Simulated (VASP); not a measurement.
Runs of VASP 6.6.1 on CuAu. The structure is that of space group P4/mmm (No. 123), or close to it. The cells are those of the table. 

```csv
task,cell,cutoff (eV),gap on the mesh (eV),pressure (GPa)
single point,"a = 2.892, b = 2.892, c = 3.588 Å, 2 atoms",520,none,(a)
relaxation of cell and atoms,"relaxed from a = 2.811, b = 2.811, c = 3.685 Å, 2 atoms",600,none,0.0
single point,"a = 2.949, b = 2.949, c = 3.658 Å, 2 atoms",520,none,-7.0
relaxation of shape and atoms at fixed volume,"relaxed from a = 2.949, b = 2.949, c = 3.658 Å, 2 atoms",600,none,-6.9
```

Alike in all rows: level PBE; potentials or basis VASP PAW PBE potentials, release 64 (Cu, Au); no spin polarisation; k mesh 14 × 14 × 12; smearing gaussian 0.1 eV.

Task: Fill in the values left out.

Result: (a) -0.1.

Caveats: spin-orbit coupling is left out, which moves the levels of the heavy elements; the relaxation stopped at its first step, so nothing moved (some runs).

A k mesh can miss the band edges, and the runs leave out spin-orbit coupling on Au.

A gap of «none» marks levels without a gap at the run's occupations.
